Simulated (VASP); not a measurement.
TaN, 2 atoms in the cell. Symmetry: P-6m2, No. 187, hexagonal system. The conventional cell has a = 2.938 Å, b = 2.938 Å, c = 2.883 Å, α = 90.00°, β = 90.00°, γ = 120.00°. Ta (site symmetry -6m2) has 6 N at 2.23 Å and 2 Ta at 2.88 Å within 2.9 Å. Within 2.9 Å of N (site symmetry -6m2) lie 6 Ta at 2.23 Å and 2 N at 2.88 Å. 

```yaml
Program: VASP 6.6.1
Task: electric field gradients
Functional: PBEsol
Potentials_or_basis: VASP PAW PBE potentials, release 64 (Ta_pv, N)
Cutoff: 520 eV
k_mesh: 12 × 12 × 10
Occupations: fermi-dirac, width 0.02 eV
Spin: no spin polarisation
Dipole_correction: no
Further_INCAR_settings: ALGO = Normal; EDIFF = 1e-08; NBANDS = 15
```

Potentials or basis: VASP PAW PBE potentials, release 64 (Ta_pv, N).

Launch:

```console
$ cat potpaw_PBE.64/Ta_pv/POTCAR potpaw_PBE.64/N/POTCAR > POTCAR
$ mpirun -np 1 vasp_std > vasp.out
```

Hardware: 1 thread of Intel(R) Xeon(R) Platinum 8259CL CPU @ 2.50GHz (Skylake/Cascade Lake) (shared host).

Task: Estimate the wall time of this run.

Result: It took 34 s on 1 thread of Intel(R) Xeon(R) Platinum 8259CL CPU @ 2.50GHz (Skylake/Cascade Lake), on a shared host, peak memory 0.17 GiB. Counts: scf iterations 16, k points 114.
